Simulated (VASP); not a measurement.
# Ta2B2O (P-3m1) in VASP: a series of runs

Runs on Ta2B2O. Level: PBE. Tasks: relaxation of cell and atoms, single point.

Everything below comes from runs of VASP 6.6.1. Logs are shortened: lines on timing, memory, paths and dates and some standing lists are left out, and cuts for length are marked.

## (1) The cell of the first run

Symmetry: P-3m1, No. 164, trigonal system. Conventional cell: a = 3.547 Å, b = 3.547 Å, c = 5.673 Å, α = 90.00°, β = 90.00°, γ = 120.00°. Ta (site symmetry 3m) has 4 B at 2.21 Å and 3 O at 2.43 Å within 2.9 Å. B (site symmetry 3m) has 4 Ta at 2.21 Å and 3 B at 2.47 Å within 2.9 Å. Within 3.2 Å of O (site symmetry -3m) lie 6 Ta at 2.43 Å and 6 B at 2.97 Å.

## (2) Relaxation of cell and atoms, PBE

INCAR

```
SYSTEM = Ta2B2O
PREC = Accurate
ENCUT = 600
EDIFF = 1E-6
ISMEAR = 0
SIGMA = 0.1
LREAL = .FALSE.
LASPH = .TRUE.
NELM = 100
ALGO = Normal
ISIF = 3
LWAVE = .FALSE.
LCHARG = .FALSE.
GGA = PE
IBRION = 2
NSW = 90
EDIFFG = -0.04
```

KPOINTS

```
Automatic mesh
0
G
  6 6 4
  0 0 0
```

POSCAR

```
Ta2B2O
1.0
    3.5471323700      0.0000000000      0.0000000000
   -1.7735661800      3.0719067400      0.0000000000
    0.0000000000      0.0000000000      5.6734776800
Ta B O
2 2 1
Direct
    0.6666666700      0.3333333300      0.7688455000
    0.3333333300      0.6666666700      0.2311545000
    0.6666666700      0.3333333300      0.3785214400
    0.3333333300      0.6666666700      0.6214785600
    0.0000000000      0.0000000000      0.0000000000
```

Potentials or basis: VASP PAW PBE potentials, release 64 (Ta_pv, B, O).

The run is started by

```
$ cat potpaw_PBE.64/Ta_pv/POTCAR potpaw_PBE.64/B/POTCAR potpaw_PBE.64/O/POTCAR > POTCAR
$ mpirun -np 1 vasp_std > vasp.out
```

OUTCAR:

```text
SYSTEM = Ta2B2O
   PREC = Accurate
   ENCUT = 600
   EDIFF = 1E-6
   ISMEAR = 0
   LREAL = .FALSE.
   LASPH = .TRUE.
   NELM = 100
   ISIF = 3
   GGA = PE
   IBRION = 2
   NSW = 90
   EDIFFG = -0.04

 ion  position               nearest neighbor table
   1  0.667  0.333  0.769-   4 2.21   4 2.21   4 2.21   3 2.21   5 2.43   5 2.43   5 2.43   2 3.33
                             2 3.33   2 3.33
   2  0.333  0.667  0.231-   3 2.21   3 2.21   3 2.21   4 2.21   5 2.43   5 2.43   5 2.43   1 3.33
                             1 3.33   1 3.33
   3  0.667  0.333  0.379-   2 2.21   2 2.21   2 2.21   1 2.21
   4  0.333  0.667  0.621-   1 2.21   1 2.21   1 2.21   2 2.21
   5  0.000  0.000  0.000-   1 2.43   2 2.43   2 2.43   1 2.43   1 2.43   2 2.43

  LATTYP: Found a hexagonal cell.
 ALAT       =     3.5471323700
 C/A-ratio  =     1.5994547393

  Lattice vectors:

 A1 = (   3.5471323700,   0.0000000000,   0.0000000000)
 A2 = (  -1.7735661800,   3.0719067400,   0.0000000000)
 A3 = (   0.0000000000,   0.0000000000,   5.6734776800)

Analysis of symmetry for initial positions (statically):
=====================================================================
 Subroutine PRICEL returns:
 Original cell was already a primitive cell.

 Routine SETGRP: Setting up the symmetry group for a
 hexagonal supercell.

 Subroutine GETGRP returns: Found 12 space group operations
 (whereof 12 operations were pure point group operations)
 out of a pool of 24 trial point group operations.

The static configuration has the point symmetry D_3d.

Analysis of symmetry for dynamics (positions and initial velocities):
=====================================================================
 Subroutine PRICEL returns:
 Original cell was already a primitive cell.

 Routine SETGRP: Setting up the symmetry group for a
 hexagonal supercell.

 Subroutine GETGRP returns: Found 12 space group operations
 (whereof 12 operations were pure point group operations)
 out of a pool of 24 trial point group operations.

The dynamic configuration has the point symmetry D_3d.

 Subroutine INISYM returns: Found 12 space group operations
 (whereof 12 operations are pure point group operations),
 and found     1 'primitive' translations

----------------------------------------------------------------------------------------

                                     Primitive cell

  volume of cell :      61.8208

  direct lattice vectors                    reciprocal lattice vectors
     3.547132370  0.000000000  0.000000000     0.281917869  0.162765357  0.000000000
    -1.773566180  3.071906740  0.000000000     0.000000000  0.325530716  0.000000000
     0.000000000  0.000000000  5.673477680     0.000000000  0.000000000  0.176258735

  length of vectors
     3.547132370  3.547132365  5.673477680     0.325530715  0.325530716  0.176258735

  position of ions in fractional coordinates (direct lattice)
     0.666666670  0.333333330  0.768845500
     0.333333330  0.666666670  0.231154500
     0.666666670  0.333333330  0.378521440
     0.333333330  0.666666670  0.621478560
     0.000000000  0.000000000  0.000000000

  ion indices of the primitive-cell ions
   primitive index   ion index
                 1           1
                 2           2
                 3           3
                 4           4
                 5           5

----------------------------------------------------------------------------------------

 KPOINTS: Automatic mesh

Automatic generation of k-mesh.
 Grid dimensions read from file:
 generate k-points for:    6    6    4

 Generating k-lattice:

  Cartesian coordinates                     Fractional coordinates (reciprocal lattice)
     0.046986312  0.027127560  0.000000000     0.166666667  0.000000000  0.000000000
     0.000000000  0.054255119  0.000000000     0.000000000  0.166666667  0.000000000
     0.000000000  0.000000000  0.044064684     0.000000000  0.000000000  0.250000000

  Length of vectors
     0.054255119  0.054255119  0.044064684

  Shift w.r.t. Gamma in fractional coordinates (k-lattice)
     0.000000000  0.000000000  0.000000000

 Subroutine IBZKPT returns following result:
 ===========================================

 Found     24 irreducible k-points:

 Following reciprocal coordinates:
            Coordinates               Weight
  0.000000  0.000000  0.000000      1.000000
  0.166667  0.000000  0.000000      6.000000
  0.333333  0.000000  0.000000      6.000000
  0.500000  0.000000  0.000000      3.000000
  0.166667  0.166667  0.000000      6.000000
  0.333333  0.166667  0.000000     12.000000
[... 16 lines left out ...]
  0.333333  0.166667  0.500000     12.000000
  0.333333  0.333333  0.500000      2.000000
   k-points           NKPTS =     24   k-points in BZ     NKDIM =     24   number of bands    NBANDS=     21
   number of dos      NEDOS =    301   number of ions     NIONS =      5
   total plane-waves  NPLWV =  37632
   dimension x,y,z NGX =    28 NGY =   28 NGZ =   48
   dimension x,y,z NGXF=    56 NGYF=   56 NGZF=   96
   ions per type =               2   2   1
   NGX,Y,Z   is equivalent  to a cutoff of  13.12, 13.12, 14.07 a.u.
   NGXF,Y,Z  is equivalent  to a cutoff of  26.25, 26.25, 28.13 a.u.
 SYSTEM =  Ta2B2O
   PREC   = accura    normal or accurate (medium, high low for compatibility)
   ISTART =      0    job   : 0-new  1-cont  2-samecut
   ICHARG =      2    charge: 1-file 2-atom 10-const
   ISPIN  =      1    spin polarized calculation?
   LNONCOLLINEAR =      F non collinear calculations
   LSORBIT =      F    spin-orbit coupling
   LASPH  =      T    aspherical Exc in radial PAW
   ENCUT  =  600.0 eV  44.10 Ry    6.64 a.u.   7.08  7.08 11.33*2*pi/ulx,y,z
   NELM   =    100;   NELMIN=  2; NELMDL= -5     # of ELM steps
   EDIFF  = 0.1E-05   stopping-criterion for ELM
   LREAL  =      F    real-space projection
   EDIFFG = -.4E-01   stopping-criterion for IOM
   NSW    =     90    number of steps for IOM
   IBRION =      2    ionic relax: 0-MD 1-quasi-New 2-CG
   NFREE  =      1    steps in history (QN), initial steepest desc. (CG)
   ISIF   =      3    stress and relaxation
   ISYM   =      2    0-nonsym 1-usesym 2-fastsym
   POTIM  = 0.5000    time-step for ionic-motion
   TEBEG  =    0.0;   TEEND  =   0.0 temperature during run
   PSTRESS=    0.0 pullay stress
   NELECT =      34.0000    total number of electrons
   NUPDOWN=      -1.0000    fix difference up-down
   EMIN   =  10.00;   EMAX   =-10.00  energy-range for DOS
   EFERMI =   0.00;   METHOD = LEGACY
   ISMEAR =     0;   SIGMA  =   0.10  broadening in eV -4-tet -1-fermi 0-gaus
   EFERMI_NEDOS =   21; number of points for ismear=-14 and -15
   IALGO  =     38    algorithm
   IMIX   =      4    mixing-type and parameters
     AMIX     =   0.40;   BMIX     =  1.00
     AMIX_MAG =   1.60;   BMIX_MAG =  1.00
  volume/ion in A,a.u.               =      12.36        83.44
  Fermi-wavevector in a.u.,A,eV,Ry     =   1.341291  2.534672 24.477704  1.799060
  Thomas-Fermi vector in A             =   2.469536
   LORBIT       =      0    0 simple, 1 ext, 2 COOP (PROOUT), +10 PAW based schemes
   GGA     = PE    functional components
   LHFCALC =     F    Hartree Fock is set to
   AEXX    =    0.0000 exact exchange contribution
   IVDW    =     0    specifies the selected vdW correction
   LEPSILON=     F    determine dielectric tensor
   LRPA    =     F    only Hartree local field effects (RPA)
 conjugate gradient relaxation of ions
 non-spin polarized calculation
 Gauss-broadening in eV      SIGMA  =   0.10
  energy-cutoff  :      600.00
  volume of cell :       61.82
 maximum number of plane-waves:      2076
   NGX = 15   NGY = 15   NGZ = 23

--------------------------------------- Ionic step        1  -------------------------------------------

 number of electron      34.0000003 magnetization

 Free energy of the ion-electron system (eV)
  ---------------------------------------------------
  ext. energy  EPLUGINS =         0.00000000
  ---------------------------------------------------
  free energy    TOTEN  =       -41.50482969 eV

  energy without entropy =      -41.47122982  energy(sigma->0) =      -41.48802976

------------------------ aborting loop because EDIFF is reached ----------------------------------------

  FORCE on cell =-STRESS in cart. coord.  units (eV):
  Direction    XX          YY          ZZ          XY          YZ          ZX
  --------------------------------------------------------------------------------------
  -------------------------------------------------------------------------------------
  Total       -3.7888609     -3.7888609      4.0486432     -0.0000000      0.0000000      0.0000000
  in kB      -98.1938907    -98.1938905    104.9265319     -0.0000002      0.0000000      0.0000000
  external PRESSURE =     -30.4870831 kB  Pullay stress =       0.0000000 kB
[... 98 lines left out ...]
  FREE ENERGIE OF THE ION-ELECTRON SYSTEM (eV)
  ---------------------------------------------------
  free  energy   TOTEN  =       -42.9538228714 eV

  energy  without entropy=      -42.9327895339  energy(sigma->0) =      -42.94330620

[... ionic steps 4 to 20 ...]

--------------------------------------- Ionic step       21  -------------------------------------------

 number of electron      33.9999995 magnetization

------------------------ aborting loop because EDIFF is reached ----------------------------------------

  FORCE on cell =-STRESS in cart. coord.  units (eV):
  Direction    XX          YY          ZZ          XY          YZ          ZX
  --------------------------------------------------------------------------------------
  -------------------------------------------------------------------------------------
  Total        0.1099638      0.1099638      0.9273110      0.0000000      0.0000000      0.0000000
  in kB        3.3243009      3.3243009     28.0334197      0.0000000      0.0000000      0.0000000
  external PRESSURE =      11.5606738 kB  Pullay stress =       0.0000000 kB
[... 63 lines left out ...]
  energy  without entropy=      -46.4820878357  energy(sigma->0) =      -46.48384867

--------------------------------------- Ionic step       23  -------------------------------------------

 number of electron      33.9999994 magnetization

 Free energy of the ion-electron system (eV)
  ---------------------------------------------------
  ext. energy  EPLUGINS =         0.00000000
  ---------------------------------------------------
  free energy    TOTEN  =       -46.48778119 eV

  energy without entropy =      -46.48437342  energy(sigma->0) =      -46.48607731

 E-fermi :   7.1456     XC(G=0): -12.7155

 val. band max:        7.1278527828   @ k =   0.0000   0.1667   0.2500
 cond. band min:       7.2599391196   @ k =   0.1667   0.0000   0.5000
 fundamental gap:      0.1320863368
 Fermi energy:         7.1455915284

 k-point     1 :       0.0000    0.0000    0.0000
  band No.  band energies     occupation
      1     -27.8917      2.00000
      2     -27.7035      2.00000
      3     -27.1862      2.00000
      4     -27.1862      2.00000
      5     -27.1810      2.00000
      6     -27.1810      2.00000
[... 597 lines left out ...]
  FREE ENERGIE OF THE ION-ELECTRON SYSTEM (eV)
  ---------------------------------------------------
  free  energy   TOTEN  =       -46.4877811935 eV

  energy  without entropy=      -46.4843734191  energy(sigma->0) =      -46.48607731

 reached required accuracy - stopping structural energy minimisation
```

Wall time 9 min (1 thread of Intel Xeon 6975P-C (Granite Rapids), shared host); peak memory 0.23 GiB.

Results:

| Property | Result |
| --- | --- |
| Free energy | -46.4878 eV |
| Relaxed volume | 10.65 Å³/atom |
| Relaxed cell | a = 2.953 Å, b = 2.953 Å, c = 7.054 Å, α = 90.00°, β = 90.00°, γ = 120.00° |
| Space group after relaxing (to 0.05 Å) | P-3m1 (No. 164) |
| Energy gained by relaxing | 996.6 meV/atom |
| Ionic steps | 23 |
| Pressure after relaxing | 0.1 GPa |
| Largest force after relaxing | 0.028 eV/Å |
| Band gap on the k mesh | zero (band 17 reaches 7.77 eV, above the bottom of band 18 at 6.97 eV) |

Forces in eV/Å, atoms in the order of the input:
```
Ta   0.000  0.000 -0.022
Ta   0.000  0.000  0.022
B    0.000  0.000  0.028
B    0.000  0.000 -0.028
O    0.000  0.000  0.000
```

Step by step:
```
step  energy change (eV)  largest force (eV/Å)  pressure (GPa)  volume (Å³)
   1              0.0000                0.6918           -3.05        61.82
   2             -0.6795                2.2099            1.36        59.63
   3             -1.4490                4.1084            8.83        56.73
   4             -1.6361                7.2541           34.61        50.32
   5             -1.7729                6.7925           27.77        51.64
   6             -1.8227                6.8113           27.56        51.55
   7             -1.9612                6.7446           26.98        51.27
   8             -2.2154                6.6877           26.26        50.66
   9             -2.2824                5.1696           29.12        49.25
  10             -2.3823                5.9142           26.94        49.90
  11             -2.5598                5.7234           23.71        50.28
  12             -3.0295                5.1704           14.62        51.41
  13             -3.7056                4.1047           -0.51        53.71
  14             -4.1594                2.1787          -21.11        58.48
  15             -4.4947                1.6661          -17.78        57.48
  16             -4.8066                0.3522           -6.53        55.22
  17             -4.8121                0.0869           -8.49        55.53
  18             -4.8972                0.2014           -4.99        54.55
  19             -4.9570                0.3564            0.88        53.10
  20             -4.9586                0.3852            2.10        52.82
  21             -4.9715                0.2966            1.16        53.00
  22             -4.9808                0.2092           -0.53        53.32
  23             -4.9830                0.0282            0.12        53.25
```

Final structure:
```yaml
crystal:
  lattice:
    - [2.95259, 0.00000, 0.00000]
    - [-1.47630, 2.55702, 0.00000]
    - [0.00000, 0.00000, 7.05357]
  atoms:
    - { symbol: Ta, position: [0.66667, 0.33333, 0.77677] }
    - { symbol: Ta, position: [0.33333, 0.66667, 0.22323] }
    - { symbol: B, position: [0.66667, 0.33333, 0.46033] }
    - { symbol: B, position: [0.33333, 0.66667, 0.53967] }
    - { symbol: O, position: [0.00000, 0.00000, 0.00000] }
```

Caveat: spin-orbit coupling is left out, which moves the levels of the heavy elements.

[end of part 1 of 2]
